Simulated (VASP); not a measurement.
# TiMo4 (C2/m) in VASP: single point with PBE

Aim: the single point of TiMo4 with PBE.

Everything below comes from runs of VASP 6.6.1. Logs are shortened: lines on timing, memory, paths and dates and some standing lists are left out, and cuts for length are marked.

### Step 1. The cell of the first run

The structure is monoclinic, space group C2/m (No. 12). Conventional cell: a = 13.000 Å, b = 4.460 Å, c = 2.750 Å, α = 90.00°, β = 98.16°, γ = 90.00°. Ti (site symmetry 2/m) has 12 Mo at 2.73 to 3.15 Å and 2 Ti at 2.75 Å within 3.6 Å. Within 3.6 Å of Mo (site symmetry m) lie 12 Mo at 2.70 to 3.19 Å and 2 Ti at 2.73 to 3.14 Å. Mo (site symmetry m) has 10 Mo at 2.70 to 3.21 Å and 4 Ti at 2.75 to 3.15 Å within 3.6 Å.

### Step 2. Single point, PBE

The input, INCAR:

```
PREC     = Accurate       # precision mode
ENCUT    = 520            # plane-wave cutoff, eV
EDIFF    = 1E-7           # SCF threshold, eV
ISMEAR   = 0              # smearing method
SIGMA    = 0.2            # smearing width, eV
LREAL    = False          # projectors in reciprocal space
LASPH    = True           # aspherical terms in the spheres
NELM     = 60             # most SCF steps
ALGO     = Fast           # electronic algorithm
ISIF     = 2              # what is computed and relaxed
LWAVE    = False          # write WAVECAR
LCHARG   = False          # write CHGCAR
GGA      = PE             # functional
NBANDS   = 42             # bands
```

The input, KPOINTS:

```
Automatic mesh
0
Gamma
  4 4 6
```

The input, POSCAR:

```
TiMo4
1.0
    6.5002388944     -2.2299307246     -0.0093546535
    6.5002388944      2.2299307246     -0.0093546535
   -0.3862881518      0.0000000000      2.7231674369
Ti Mo
1 4
Direct
    0.0000000000      0.0000000000      0.0000000000
    0.8007195276      0.8007195276      0.2103733669
    0.3991201664      0.3991201664      0.5888726260
    0.6008798336      0.6008798336      0.4111273740
    0.1992804724      0.1992804724      0.7896266331
```

Potentials or basis: VASP PAW PBE potentials, release 64 (Ti_sv, Mo_sv).

Command:

```console
cat potpaw_PBE.64/Ti_sv/POTCAR potpaw_PBE.64/Mo_sv/POTCAR > POTCAR
mpirun -np 1 vasp_std > vasp.out
```

OUTCAR:

```text
PREC = Accurate
   ENCUT = 520
   EDIFF = 1E-7
   ISMEAR = 0
   LREAL = False
   LASPH = True
   NELM = 60
   ISIF = 2
   GGA = PE

 ion  position               nearest neighbor table
   1  0.000  0.000  0.000-   2 2.73   5 2.73   4 2.75   4 2.75   3 2.75   3 2.75   5 3.14   2 3.14
                             3 3.15   4 3.15   3 3.15   4 3.15
   2  0.801  0.801  0.210-   3 2.70   3 2.70   4 2.73   1 2.73   5 2.76   5 2.76   1 3.14   5 3.14
                             5 3.14   4 3.16   3 3.19   3 3.19
   3  0.399  0.399  0.589-   2 2.70   2 2.70   5 2.73   4 2.74   1 2.75   1 2.75   1 3.15   1 3.15
                             5 3.16   2 3.19   2 3.19   4 3.21
   4  0.601  0.601  0.411-   5 2.70   5 2.70   2 2.73   3 2.74   1 2.75   1 2.75   1 3.15   1 3.15
                             2 3.16   5 3.19   5 3.19   3 3.21
   5  0.199  0.199  0.790-   4 2.70   4 2.70   3 2.73   1 2.73   2 2.76   2 2.76   1 3.14   2 3.14
                             2 3.14   3 3.16   4 3.19   4 3.19

  LATTYP: Found a base centered monoclinic cell.
 ALAT       =    13.0004912513
 B/A-ratio  =     0.3430533018
 C/A-ratio  =     0.2115634632
 COS(beta)  =    -0.1418712250

  Lattice vectors:

 A1 = (   6.5002388944,  -2.2299307246,  -0.0093546535)
 A2 = (   6.5002388944,   2.2299307246,  -0.0093546535)
 A3 = (  -0.3862881518,   0.0000000000,   2.7231674369)

Analysis of symmetry for initial positions (statically):
=====================================================================
 Subroutine PRICEL returns:
 Original cell was already a primitive cell.

 Routine SETGRP: Setting up the symmetry group for a
 base centered monoclinic supercell.

 Subroutine GETGRP returns: Found  4 space group operations
 (whereof  4 operations were pure point group operations)
 out of a pool of  4 trial point group operations.

The static configuration has the point symmetry C_2h.

Analysis of symmetry for dynamics (positions and initial velocities):
=====================================================================
 Subroutine PRICEL returns:
 Original cell was already a primitive cell.

 Routine SETGRP: Setting up the symmetry group for a
 base centered monoclinic supercell.

 Subroutine GETGRP returns: Found  4 space group operations
 (whereof  4 operations were pure point group operations)
 out of a pool of  4 trial point group operations.

The dynamic configuration has the point symmetry C_2h.

 Subroutine INISYM returns: Found  4 space group operations
 (whereof  4 operations are pure point group operations),
 and found     1 'primitive' translations

----------------------------------------------------------------------------------------

                                     Primitive cell

  volume of cell :      78.9290

  direct lattice vectors                    reciprocal lattice vectors
     6.500238894 -2.229930725 -0.009354654     0.076935956 -0.224222212  0.010913559
     6.500238894  2.229930725 -0.009354654     0.076935956  0.224222212  0.010913559
    -0.386288152  0.000000000  2.723167437     0.000528582  0.000000000  0.367294413

  length of vectors
     6.872101879  6.872101879  2.750428953     0.237305389  0.237305389  0.367294793

  position of ions in fractional coordinates (direct lattice)
     0.000000000  0.000000000  0.000000000
     0.800719528  0.800719528  0.210373367
     0.399120166  0.399120166  0.588872626
     0.600879834  0.600879834  0.411127374
     0.199280472  0.199280472  0.789626633

  ion indices of the primitive-cell ions
   primitive index   ion index
                 1           1
                 2           2
                 3           3
                 4           4
                 5           5

----------------------------------------------------------------------------------------

 KPOINTS: Automatic mesh

Automatic generation of k-mesh.
 Grid dimensions read from file:
 generate k-points for:    4    4    6

 Generating k-lattice:

  Cartesian coordinates                     Fractional coordinates (reciprocal lattice)
     0.019233989 -0.056055553  0.002728390     0.250000000 -0.000000000  0.000000000
     0.019233989  0.056055553  0.002728390    -0.000000000  0.250000000  0.000000000
     0.000088097  0.000000000  0.061215735    -0.000000000 -0.000000000  0.166666667

  Length of vectors
     0.059326347  0.059326347  0.061215799

  Shift w.r.t. Gamma in fractional coordinates (k-lattice)
     0.000000000  0.000000000  0.000000000

 Subroutine IBZKPT returns following result:
 ===========================================

 Found     34 irreducible k-points:

 Following reciprocal coordinates:
            Coordinates               Weight
  0.000000  0.000000  0.000000      1.000000
  0.250000 -0.000000  0.000000      4.000000
  0.500000 -0.000000  0.000000      2.000000
  0.250000  0.250000  0.000000      2.000000
  0.500000  0.250000  0.000000      4.000000
 -0.250000  0.250000  0.000000      2.000000
[... 16 lines left out ...]
  0.500000  0.250000  0.333333      4.000000
 -0.250000  0.250000  0.333333      4.000000
 [... further k-points ...]
   k-points           NKPTS =     34   k-points in BZ     NKDIM =     34   number of bands    NBANDS=     42
   number of dos      NEDOS =    301   number of ions     NIONS =      5
   total plane-waves  NPLWV =  58320
   dimension x,y,z NGX =    54 NGY =   54 NGZ =   20
   dimension x,y,z NGXF=   108 NGYF=  108 NGZF=   40
   ions per type =               1   4
   NGX,Y,Z   is equivalent  to a cutoff of  13.06, 13.06, 12.09 a.u.
   NGXF,Y,Z  is equivalent  to a cutoff of  26.13, 26.13, 24.18 a.u.
 SYSTEM =  unknown system
   PREC   = accura    normal or accurate (medium, high low for compatibility)
   ISTART =      0    job   : 0-new  1-cont  2-samecut
   ICHARG =      2    charge: 1-file 2-atom 10-const
   ISPIN  =      1    spin polarized calculation?
   LNONCOLLINEAR =      F non collinear calculations
   LSORBIT =      F    spin-orbit coupling
   LASPH  =      T    aspherical Exc in radial PAW
   ENCUT  =  520.0 eV  38.22 Ry    6.18 a.u.  12.78 12.78  5.11*2*pi/ulx,y,z
   NELM   =     60;   NELMIN=  2; NELMDL= -5     # of ELM steps
   EDIFF  = 0.1E-06   stopping-criterion for ELM
   LREAL  =      F    real-space projection
   EDIFFG = 0.1E-05   stopping-criterion for IOM
   NSW    =      0    number of steps for IOM
   IBRION =     -1    ionic relax: 0-MD 1-quasi-New 2-CG
   NFREE  =      0    steps in history (QN), initial steepest desc. (CG)
   ISIF   =      2    stress and relaxation
   ISYM   =      2    0-nonsym 1-usesym 2-fastsym
   POTIM  = 0.5000    time-step for ionic-motion
   TEBEG  =    0.0;   TEEND  =   0.0 temperature during run
   PSTRESS=    0.0 pullay stress
   NELECT =      68.0000    total number of electrons
   NUPDOWN=      -1.0000    fix difference up-down
   EMIN   =  10.00;   EMAX   =-10.00  energy-range for DOS
   EFERMI =   0.00;   METHOD = LEGACY
   ISMEAR =     0;   SIGMA  =   0.20  broadening in eV -4-tet -1-fermi 0-gaus
   EFERMI_NEDOS =   21; number of points for ismear=-14 and -15
   IALGO  =     68    algorithm
   IMIX   =      4    mixing-type and parameters
     AMIX     =   0.40;   BMIX     =  1.00
     AMIX_MAG =   1.60;   BMIX_MAG =  1.00
  volume/ion in A,a.u.               =      15.79       106.53
  Fermi-wavevector in a.u.,A,eV,Ry     =   1.557754  2.943729 33.015885  2.426599
  Thomas-Fermi vector in A             =   2.661359
   LORBIT       =      0    0 simple, 1 ext, 2 COOP (PROOUT), +10 PAW based schemes
   GGA     = PE    functional components
   LHFCALC =     F    Hartree Fock is set to
   AEXX    =    0.0000 exact exchange contribution
   IVDW    =     0    specifies the selected vdW correction
   LEPSILON=     F    determine dielectric tensor
   LRPA    =     F    only Hartree local field effects (RPA)
 non-spin polarized calculation
 RMM-DIIS sequential band-by-band and
 Gauss-broadening in eV      SIGMA  =   0.20
  energy-cutoff  :      520.00
  volume of cell :       78.93
 maximum number of plane-waves:      2140
 NGX is ok and might be reduce to    54
   NGX = 25   NGY = 25   NGZ = 11

 number of electron      68.0000011 magnetization

 Free energy of the ion-electron system (eV)
  ---------------------------------------------------
  ext. energy  EPLUGINS =         0.00000000
  ---------------------------------------------------
  free energy    TOTEN  =       -52.11934773 eV

  energy without entropy =      -52.05017294  energy(sigma->0) =      -52.08476033

 E-fermi :  11.4651     XC(G=0): -13.0618

 val. band max:       11.4350354849   @ k =   0.2500   0.0000   0.5000
 cond. band min:      11.5237803464   @ k =   0.2500   0.2500   0.0000
 fundamental gap:      0.0887448614
 Fermi energy:        11.4650506837

 k-point     1 :       0.0000    0.0000    0.0000
  band No.  band energies     occupation
      1     -49.3825      2.00000
      2     -49.2215      2.00000
      3     -49.1336      2.00000
      4     -49.1112      2.00000
      5     -44.9011      2.00000
      6     -23.9417      2.00000
[... 34 lines left out ...]
     41      13.6864      0.00000
     42      13.7887      0.00000

 k-point     2 :       0.2500   -0.0000    0.0000
  band No.  band energies     occupation
      1     -49.3504      2.00000
      2     -49.2274      2.00000
      3     -49.1555      2.00000
      4     -49.1158      2.00000
      5     -44.9020      2.00000
      6     -23.8803      2.00000
[... 34 lines left out ...]
     41      13.5147      0.00000
     42      13.9038      0.00000

 k-point     3 :       0.5000   -0.0000    0.0000
  band No.  band energies     occupation
      1     -49.2790      2.00000
      2     -49.2746      2.00000
      3     -49.1770      2.00000
      4     -49.1192      2.00000
      5     -44.9029      2.00000
      6     -23.9387      2.00000
[... 34 lines left out ...]
     41      13.8314      0.00000
     42      13.9076      0.00000

 k-point     4 :       0.2500    0.2500    0.0000
  band No.  band energies     occupation
      1     -49.3768      2.00000
      2     -49.2290      2.00000
      3     -49.1502      2.00000
      4     -49.0927      2.00000
      5     -44.9011      2.00000
      6     -23.9580      2.00000
[... 844 lines left out ...]
     41      14.1520      0.00000
     42      14.3562      0.00000

 k-point    23 :       0.5000    0.2500    0.3333
  band No.  band energies     occupation
      1     -49.2369      2.00000
      2     -49.1759      2.00000
      3     -49.0997      2.00000
      4     -49.0281      2.00000
      5     -44.8451      2.00000
      6     -23.7965      2.00000
[... 34 lines left out ...]
     41      14.2935      0.00000
     42      14.3442      0.00000

 k-point    24 :      -0.2500    0.2500    0.3333
  band No.  band energies     occupation
      1     -49.1970      2.00000
      2     -49.1945      2.00000
      3     -49.0989      2.00000
      4     -49.0503      2.00000
      5     -44.8457      2.00000
      6     -23.8367      2.00000
[... 34 lines left out ...]
     41      14.0014      0.00000
     42      14.5096      0.00000

 [... further k-points ...]
[... 5 lines left out ...]
  --------------------------------------------------------------------------------------
  -------------------------------------------------------------------------------------
  Total        0.2101198      0.0218320      0.3581752      0.0000000      0.0000000     -0.1001287
  in kB        4.2652180      0.4431675      7.2705919      0.0000000      0.0000000     -2.0325111
  external PRESSURE =       3.9929925 kB  Pullay stress =       0.0000000 kB

 VOLUME and BASIS-vectors are now :
 -----------------------------------------------------------------------------
  energy-cutoff  :      520.00
  volume of cell :       78.93
      direct lattice vectors                 reciprocal lattice vectors
     6.500238894 -2.229930725 -0.009354654     0.076935956 -0.224222212  0.010913559
     6.500238894  2.229930725 -0.009354654     0.076935956  0.224222212  0.010913559
    -0.386288152  0.000000000  2.723167437     0.000528582  0.000000000  0.367294413

 POSITION                                       TOTAL-FORCE (eV/Angst)
 -----------------------------------------------------------------------------------
      0.00000      0.00000      0.00000         0.000000      0.000000      0.000000
     10.32847      0.00000      0.55790         0.029632      0.000000     -0.000245
      4.96128      0.00000      1.59613        -0.004919      0.000000      0.010399
      7.65291      0.00000      1.10833         0.004919      0.000000     -0.010399
      2.28572      0.00000      2.14656        -0.029632      0.000000      0.000245
 -----------------------------------------------------------------------------------
    total drift:                                0.000000      0.000000      0.000000

  FREE ENERGIE OF THE ION-ELECTRON SYSTEM (eV)
  ---------------------------------------------------
  free  energy   TOTEN  =       -52.1193477255 eV

  energy  without entropy=      -52.0501729401  energy(sigma->0) =      -52.08476033
```

It took 4.7 min on 1 thread of Intel Xeon Platinum 8488C (Sapphire Rapids), shared host; peak memory 0.29 GiB.

Results:

* Free energy: -52.1193 eV
* Pressure: 0.4 GPa
* Largest force: 0.030 eV/Å
* Band gap on the k mesh: zero (band 34 reaches 12.87 eV, above the bottom of band 35 at 10.93 eV)

Forces in eV/Å, atoms in the order of the input:
```
Ti   0.000  0.000  0.000
Mo   0.030  0.000  0.000
Mo  -0.005  0.000  0.010
Mo   0.005  0.000 -0.010
Mo  -0.030  0.000  0.000
```

Stress tensor (GPa, compression positive):
```
 0.43  0.00 -0.20
 0.00  0.04  0.00
-0.20  0.00  0.73
```

Levels at points of the mesh, in eV from the Fermi level:
```csv
k point,band 31,band 32,band 33,band 34,band 35,band 36,band 37,band 38
"(0.00, 0.00, 0.00)",-1.33,-0.71,-0.64,-0.43,0.14,0.18,1.45,1.45
"(0.50, 0.00, 0.00)",-1.18,-0.68,-0.39,-0.09,1.36,1.39,1.64,1.89
"(0.50, 0.50, 0.00)",-1.36,-1.09,-0.31,-0.06,0.31,1.07,1.30,1.65
"(0.00, 0.00, 0.50)",-1.58,-1.43,0.85,1.40,1.83,2.17,2.18,2.48
"(0.50, 0.00, 0.50)",-1.27,-1.02,-0.64,-0.14,1.23,1.54,1.67,1.78
"(0.50, 0.50, 0.50)",-1.51,-0.87,-0.63,-0.14,1.54,1.74,2.14,2.63
```

Caveat: the k points lie up to 0.38 Å⁻¹ apart.
